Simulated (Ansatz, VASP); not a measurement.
# FeO in VASP and in Ansatz

```
Fe O
1.0
     0.00000    2.15540    2.15540
     2.15540    0.00000    2.15540
     2.15540    2.15540    0.00000
Fe O
1 1
Direct
  0.00000 0.00000 0.00000
  0.50000 0.50000 0.50000
```

Alike in both runs: task single point; functional PBE; k mesh 11 × 11 × 11; occupations gaussian, width 0.021 eV; collinear spin.

```csv
,VASP,Ansatz
version,VASP 6.6.1,Ansatz 0.2.0
potentials or method,"VASP PAW PBE potentials, release 64 (Fe, O)",Ansatz PAW
plane-wave cutoff (eV),520,420
valence electrons in the cell,14,22
```

VASP gave:

* gap on the k mesh at the Fermi level (eV): none
* pressure (GPa): -0.2
* net moment per atom (μB): 2.00
* size of the moment on the site where the two differ most (μB): 3.62

Which values does Ansatz return?

gap on the k mesh at the Fermi level (eV): none; pressure (GPa): -0.3; net moment per atom (μB): 2.00; size of the moment on the site where the two differ most (μB): 3.45.

Site moments also hang on the region over which each program counts them. A gap of «none» marks a metal or a gap that the smearing closes. VASP's potentials hold 14 valence electrons a cell and Ansatz's 22, so a difference there can come from the potentials and not from the codes.
